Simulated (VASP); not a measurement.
# AgCl (Fm-3m) in VASP: further runs

AgCl is run at these levels: PBE, PBE+U; tasks: single point.

Program: VASP 6.6.1. These are calculated values, not measurements. Logs are shortened: lines on timing, memory, paths and dates and some standing lists are left out, and cuts for length are marked.

## Step 1: The cell of the first run

The structure is cubic, space group Fm-3m (No. 225). Conventional cell: a = 5.545 Å, b = 5.545 Å, c = 5.545 Å, α = 90.00°, β = 90.00°, γ = 90.00°. Ag (site symmetry m-3m) has 6 Cl at 2.77 Å within 3.7 Å. Within 3.7 Å of Cl (site symmetry m-3m) lie 6 Ag at 2.77 Å.

## Step 2: Single point, PBE

Input file INCAR:

```
SYSTEM = AgCl
  PREC = Accurate
  ENCUT = 500
  EDIFF = 1E-6
  ISMEAR = -1
  SIGMA = 0.08617333262145177
  LREAL = .False.
  LASPH = .True.
  NELM = 120
  ALGO = Normal
  ISIF = 2
  LWAVE = .False.
  LCHARG = .True.
  GGA = PE
  LELF = .True.
  LVHAR = .True.
  NBANDS = 16
  GGA_COMPAT = .False.
```

Input file KPOINTS:

```
regular mesh
0
Gamma
  4 4 4
  0 0 0
```

Input file POSCAR:

```
AgCl
1.0
    0.0000000000      2.7726629968      2.7726629968
    2.7726629968      0.0000000000      2.7726629968
    2.7726629968      2.7726629968      0.0000000000
Ag Cl
1 1
Direct
    0.0000000000      0.0000000000      0.0000000000
    0.5000000000      0.5000000000      0.5000000000
```

Potentials or basis: VASP PAW PBE potentials, release 64 (Ag, Cl).

The run is started by

```sh
$ cat potpaw_PBE.64/Ag/POTCAR potpaw_PBE.64/Cl/POTCAR > POTCAR
$ mpirun -np 1 vasp_std > vasp.out
```

OUTCAR:

```text
SYSTEM = AgCl
   PREC = Accurate
   ENCUT = 500
   EDIFF = 1E-6
   ISMEAR = -1
   LREAL = .False.
   LASPH = .True.
   NELM = 120
   ISIF = 2
   GGA = PE

 ion  position               nearest neighbor table
   1  0.000  0.000  0.000-   2 2.77   2 2.77   2 2.77   2 2.77   2 2.77   2 2.77
   2  0.500  0.500  0.500-   1 2.77   1 2.77   1 2.77   1 2.77   1 2.77   1 2.77

  LATTYP: Found a face centered cubic cell.
 ALAT       =     5.5453259936

  Lattice vectors:

 A1 = (   0.0000000000,   2.7726629968,   2.7726629968)
 A2 = (   2.7726629968,   0.0000000000,   2.7726629968)
 A3 = (   2.7726629968,   2.7726629968,   0.0000000000)

Analysis of symmetry for initial positions (statically):
=====================================================================
 Subroutine PRICEL returns:
 Original cell was already a primitive cell.

 Routine SETGRP: Setting up the symmetry group for a
 face centered cubic supercell.

 Subroutine GETGRP returns: Found 48 space group operations
 (whereof 48 operations were pure point group operations)
 out of a pool of 48 trial point group operations.

The static configuration has the point symmetry O_h .

Analysis of symmetry for dynamics (positions and initial velocities):
=====================================================================
 Subroutine PRICEL returns:
 Original cell was already a primitive cell.

 Routine SETGRP: Setting up the symmetry group for a
 face centered cubic supercell.

 Subroutine GETGRP returns: Found 48 space group operations
 (whereof 48 operations were pure point group operations)
 out of a pool of 48 trial point group operations.

The dynamic configuration has the point symmetry O_h .

 Subroutine INISYM returns: Found 48 space group operations
 (whereof 48 operations are pure point group operations),
 and found     1 'primitive' translations

----------------------------------------------------------------------------------------

                                     Primitive cell

  volume of cell :      42.6306

  direct lattice vectors                    reciprocal lattice vectors
     0.000000000  2.772662997  2.772662997    -0.180332049  0.180332049  0.180332049
     2.772662997  0.000000000  2.772662997     0.180332049 -0.180332049  0.180332049
     2.772662997  2.772662997  0.000000000     0.180332049  0.180332049 -0.180332049

  length of vectors
     3.921137614  3.921137614  3.921137614     0.312344271  0.312344271  0.312344271

  position of ions in fractional coordinates (direct lattice)
     0.000000000  0.000000000  0.000000000
     0.500000000  0.500000000  0.500000000

  ion indices of the primitive-cell ions
   primitive index   ion index
                 1           1
                 2           2

----------------------------------------------------------------------------------------

 KPOINTS: regular mesh

Automatic generation of k-mesh.
 Grid dimensions read from file:
 generate k-points for:    4    4    4

 Generating k-lattice:

  Cartesian coordinates                     Fractional coordinates (reciprocal lattice)
    -0.045083012  0.045083012  0.045083012     0.250000000  0.000000000  0.000000000
     0.045083012 -0.045083012  0.045083012     0.000000000  0.250000000  0.000000000
     0.045083012  0.045083012 -0.045083012     0.000000000  0.000000000  0.250000000

  Length of vectors
     0.078086068  0.078086068  0.078086068

  Shift w.r.t. Gamma in fractional coordinates (k-lattice)
     0.000000000  0.000000000  0.000000000

 Subroutine IBZKPT returns following result:
 ===========================================

 Found      8 irreducible k-points:

 Following reciprocal coordinates:
            Coordinates               Weight
  0.000000  0.000000  0.000000      1.000000
  0.250000  0.000000  0.000000      8.000000
  0.500000  0.000000  0.000000      4.000000
  0.250000  0.250000  0.000000      6.000000
  0.500000  0.250000  0.000000     24.000000
 -0.250000  0.250000  0.000000     12.000000
  0.500000  0.500000  0.000000      3.000000
 -0.250000  0.500000  0.250000      6.000000
   k-points           NKPTS =      8   k-points in BZ     NKDIM =      8   number of bands    NBANDS=     16
   number of dos      NEDOS =    301   number of ions     NIONS =      2
   total plane-waves  NPLWV =  27000
   dimension x,y,z NGX =    30 NGY =   30 NGZ =   30
   dimension x,y,z NGXF=    60 NGYF=   60 NGZF=   60
   ions per type =               1   1
   NGX,Y,Z   is equivalent  to a cutoff of  12.72, 12.72, 12.72 a.u.
   NGXF,Y,Z  is equivalent  to a cutoff of  25.44, 25.44, 25.44 a.u.
 SYSTEM =  AgCl
   PREC   = accura    normal or accurate (medium, high low for compatibility)
   ISTART =      0    job   : 0-new  1-cont  2-samecut
   ICHARG =      2    charge: 1-file 2-atom 10-const
   ISPIN  =      1    spin polarized calculation?
   LNONCOLLINEAR =      F non collinear calculations
   LSORBIT =      F    spin-orbit coupling
   LASPH  =      T    aspherical Exc in radial PAW
   ENCUT  =  500.0 eV  36.75 Ry    6.06 a.u.   7.15  7.15  7.15*2*pi/ulx,y,z
   NELM   =    120;   NELMIN=  2; NELMDL= -5     # of ELM steps
   EDIFF  = 0.1E-05   stopping-criterion for ELM
   LREAL  =      F    real-space projection
   EDIFFG = 0.1E-04   stopping-criterion for IOM
   NSW    =      0    number of steps for IOM
   IBRION =     -1    ionic relax: 0-MD 1-quasi-New 2-CG
   NFREE  =      0    steps in history (QN), initial steepest desc. (CG)
   ISIF   =      2    stress and relaxation
   ISYM   =      2    0-nonsym 1-usesym 2-fastsym
   POTIM  = 0.5000    time-step for ionic-motion
   TEBEG  =    0.0;   TEEND  =   0.0 temperature during run
   PSTRESS=    0.0 pullay stress
   NELECT =      18.0000    total number of electrons
   NUPDOWN=      -1.0000    fix difference up-down
   EMIN   =  10.00;   EMAX   =-10.00  energy-range for DOS
   EFERMI =   0.00;   METHOD = LEGACY
   ISMEAR =    -1;   SIGMA  =   0.09  broadening in eV -4-tet -1-fermi 0-gaus
   EFERMI_NEDOS =   21; number of points for ismear=-14 and -15
   IALGO  =     38    algorithm
   IMIX   =      4    mixing-type and parameters
     AMIX     =   0.40;   BMIX     =  1.00
     AMIX_MAG =   1.60;   BMIX_MAG =  1.00
  volume/ion in A,a.u.               =      21.32       143.84
  Fermi-wavevector in a.u.,A,eV,Ry     =   1.228170  2.320905 20.523058  1.508402
  Thomas-Fermi vector in A             =   2.363106
   LORBIT       =      0    0 simple, 1 ext, 2 COOP (PROOUT), +10 PAW based schemes
   GGA     = PE    functional components
   LHFCALC =     F    Hartree Fock is set to
   AEXX    =    0.0000 exact exchange contribution
   IVDW    =     0    specifies the selected vdW correction
   LEPSILON=     F    determine dielectric tensor
   LRPA    =     F    only Hartree local field effects (RPA)
 non-spin polarized calculation
  energy-cutoff  :      500.00
  volume of cell :       42.63
 maximum number of plane-waves:      1106
 NGX is ok and might be reduce to    30
   NGX = 15   NGY = 15   NGZ = 15

 number of electron      18.0000005 magnetization

 Free energy of the ion-electron system (eV)
  ---------------------------------------------------
  ext. energy  EPLUGINS =         0.00000000
  ---------------------------------------------------
  free energy    TOTEN  =        -5.38186472 eV

  energy without entropy =       -5.38121362  energy(sigma->0) =       -5.38153917

 E-fermi :   4.3957     XC(G=0):  -9.9651

 val. band max:        3.8312916746   @ k =   0.5000   0.0000   0.0000
 cond. band min:       4.7364218382   @ k =   0.0000   0.0000   0.0000
 fundamental gap:      0.9051301636
 Fermi energy:         4.3957165282

 k-point     1 :       0.0000    0.0000    0.0000
  band No.  band energies     occupation
      1     -11.3159      2.00000
      2       1.3842      2.00000
      3       1.3842      2.00000
      4       1.3842      2.00000
      5       1.4260      2.00000
      6       1.4260      2.00000
[... 8 lines left out ...]
     15      17.1451      0.00000
     16      17.1451      0.00000

 k-point     2 :       0.2500    0.0000    0.0000
  band No.  band energies     occupation
      1     -11.1048      2.00000
      2      -0.3504      2.00000
      3       0.1625      2.00000
      4       0.1625      2.00000
      5       1.5646      2.00000
      6       1.5646      2.00000
[... 8 lines left out ...]
     15      16.1101      0.00000
     16      16.4365      0.00000

 k-point     3 :       0.5000    0.0000    0.0000
  band No.  band energies     occupation
      1     -10.8743      2.00000
      2      -1.4127      2.00000
      3      -0.3284      2.00000
      4      -0.3284      2.00000
      5       1.7513      2.00000
      6       1.7513      2.00000
[... 8 lines left out ...]
     15      17.5566      0.00000
     16      17.5566      0.00000

 k-point     4 :       0.2500    0.2500    0.0000
  band No.  band energies     occupation
      1     -11.0630      2.00000
      2      -0.6348      2.00000
      3       0.7791      2.00000
      4       0.7791      2.00000
      5       1.2202      2.00000
      6       1.5198      2.00000
[... 8 lines left out ...]
     15      18.2574      0.00000
     16      19.9121      0.00000

 k-point     5 :       0.5000    0.2500    0.0000
  band No.  band energies     occupation
      1     -10.8668      2.00000
      2      -0.8122      2.00000
      3      -0.1999      2.00000
      4       0.0297      2.00000
      5       1.5185      2.00000
      6       1.8005      2.00000
[... 8 lines left out ...]
     15      18.1441      0.00000
     16      19.0711      0.00000

 k-point     6 :      -0.2500    0.2500    0.0000
  band No.  band energies     occupation
      1     -10.9108      2.00000
      2      -0.9565      2.00000
      3      -0.2563      2.00000
      4       0.0881      2.00000
      5       1.6508      2.00000
      6       1.7412      2.00000
[... 8 lines left out ...]
     15      18.0675      0.00000
     16      19.6384      0.00000

 k-point     7 :       0.5000    0.5000    0.0000
  band No.  band energies     occupation
      1     -10.8578      2.00000
      2      -0.4932      2.00000
      3       0.7741      2.00000
      4       0.7741      2.00000
      5       1.0588      2.00000
      6       1.6150      2.00000
[... 8 lines left out ...]
     15      18.9983      0.00000
     16      18.9983      0.00000

 k-point     8 :      -0.2500    0.5000    0.2500
  band No.  band energies     occupation
      1     -10.8235      2.00000
      2      -0.3708      2.00000
      3      -0.1603      2.00000
      4      -0.1603      2.00000
      5       1.8377      2.00000
      6       1.8377      2.00000
[... 8 lines left out ...]
     15      17.3585      0.00000
     16      18.9641      0.00000

------------------------ aborting loop because EDIFF is reached ----------------------------------------

  FORCE on cell =-STRESS in cart. coord.  units (eV):
  Direction    XX          YY          ZZ          XY          YZ          ZX
  --------------------------------------------------------------------------------------
  -------------------------------------------------------------------------------------
  Total        0.4425483      0.4425483      0.4425483      0.0000000     -0.0000000     -0.0000000
  in kB       16.6322108     16.6322108     16.6322108      0.0000000     -0.0000000     -0.0000000
  external PRESSURE =      16.6322108 kB  Pullay stress =       0.0000000 kB

 VOLUME and BASIS-vectors are now :
 -----------------------------------------------------------------------------
  energy-cutoff  :      500.00
  volume of cell :       42.63
      direct lattice vectors                 reciprocal lattice vectors
     0.000000000  2.772662997  2.772662997    -0.180332049  0.180332049  0.180332049
     2.772662997  0.000000000  2.772662997     0.180332049 -0.180332049  0.180332049
     2.772662997  2.772662997  0.000000000     0.180332049  0.180332049 -0.180332049

 POSITION                                       TOTAL-FORCE (eV/Angst)
 -----------------------------------------------------------------------------------
      0.00000      0.00000      0.00000         0.000000      0.000000     -0.000000
      2.77266      2.77266      2.77266        -0.000000     -0.000000      0.000000
 -----------------------------------------------------------------------------------
    total drift:                               -0.000000      0.000000      0.000000

  FREE ENERGIE OF THE ION-ELECTRON SYSTEM (eV)
  ---------------------------------------------------
  free  energy   TOTEN  =        -5.3818647201 eV

  energy  without entropy=       -5.3812136178  energy(sigma->0) =       -5.38153917
```

It took 6.1 s on 1 thread of AMD EPYC 7R43 (Zen 3), shared host; peak memory 0.13 GiB.

What came out:

- Free energy: -5.3819 eV
- Pressure: 1.7 GPa
- Band gap on the k mesh: 0.91 eV, indirect (least direct gap 3.23 eV)

Levels at points of the mesh, in eV from the valence-band top:
| k point | band 5 | band 6 | band 7 | band 8 | band 9 | band 10 | band 11 | band 12 | band 13 | band 14 |
| --- | --- | --- | --- | --- | --- | --- | --- | --- | --- | --- |
| (0.00, 0.00, 0.00) | -2.41 | -2.41 | -2.32 | -2.32 | -2.32 | 0.91 | 10.85 | 10.85 | 10.85 | 12.38 |
| (0.50, 0.00, 0.00) | -2.08 | -2.08 | -1.77 | 0.00 | 0.00 | 4.24 | 6.54 | 7.67 | 7.67 | 13.58 |
| (0.50, 0.50, 0.00) | -2.77 | -2.22 | -1.96 | -1.96 | -1.87 | 2.38 | 8.02 | 8.63 | 11.51 | 11.51 |

Caveat: the k points lie up to 0.49 Å⁻¹ apart. A k mesh can miss the band edges.

## Step 3: Single point, PBE+U

Input file INCAR:

```
SYSTEM = AgCl
PREC = Accurate
ENCUT = 500
EDIFF = 1E-6
ISMEAR = 0
SIGMA = 0.01
LREAL = .False.
LASPH = .True.
NELM = 200
ALGO = Normal
ISIF = 2
LWAVE = .False.
LCHARG = .False.
LMAXMIX = 4
LDAU = .True.
LDAUTYPE = 1
LDAUL = 2 -1
LDAUU = 3.8 0
LDAUJ = 0.39 0
LDAUPRINT = 1
GGA = PE
NBANDS = 16
ISYM = 0
GGA_COMPAT = .False.
```

Input file KPOINTS:

```
Automatic mesh
0
Gamma
  4 1 2
  0 0 0
```

POSCAR is that of step 2.

Potentials or basis: VASP PAW PBE potentials, release 64 (Ag, Cl).

The run is started by

```sh
$ cat potpaw_PBE.64/Ag/POTCAR potpaw_PBE.64/Cl/POTCAR > POTCAR
$ mpirun -np 1 vasp_std > vasp.out
```

Wall time 4.6 s (1 thread of AMD EPYC 7R43 (Zen 3), shared host); peak memory 0.13 GiB.

It converged, with:

- Free energy: -3.7663 eV
- Pressure: 5.0 GPa
- Band gap on the k mesh: 1.48 eV, indirect (least direct gap 3.02 eV)

Levels at points of the mesh, in eV from the valence-band top:
| k point | band 5 | band 6 | band 7 | band 8 | band 9 | band 10 | band 11 | band 12 | band 13 | band 14 |
| --- | --- | --- | --- | --- | --- | --- | --- | --- | --- | --- |
| (0.00, 0.00, 0.00) | -3.30 | -3.30 | -1.68 | -1.65 | -1.54 | 1.48 | 11.10 | 11.14 | 11.23 | 12.95 |
| (0.50, 0.00, 0.00) | -3.02 | -3.00 | -2.43 | -0.06 | 0.00 | 4.84 | 7.11 | 8.19 | 8.28 | 13.94 |
| (0.00, 0.00, 0.50) | -3.02 | -2.99 | -2.41 | -0.08 | 0.00 | 4.83 | 7.12 | 8.18 | 8.28 | 13.94 |
| (0.50, 0.00, 0.50) | -2.91 | -2.89 | -2.78 | -2.43 | -2.31 | 2.90 | 8.33 | 9.26 | 12.05 | 12.09 |

Eigenvalues of the final occupation matrices:
```tsv
site	spin	trace	eigenvalues
site 1 d	1	4.77	0.93 0.95 0.95 0.97 0.97
site 1 d	2	4.77	0.93 0.95 0.95 0.97 0.97
```

Caveat: the k points lie up to 1.96 Å⁻¹ apart. A k mesh can miss the band edges.
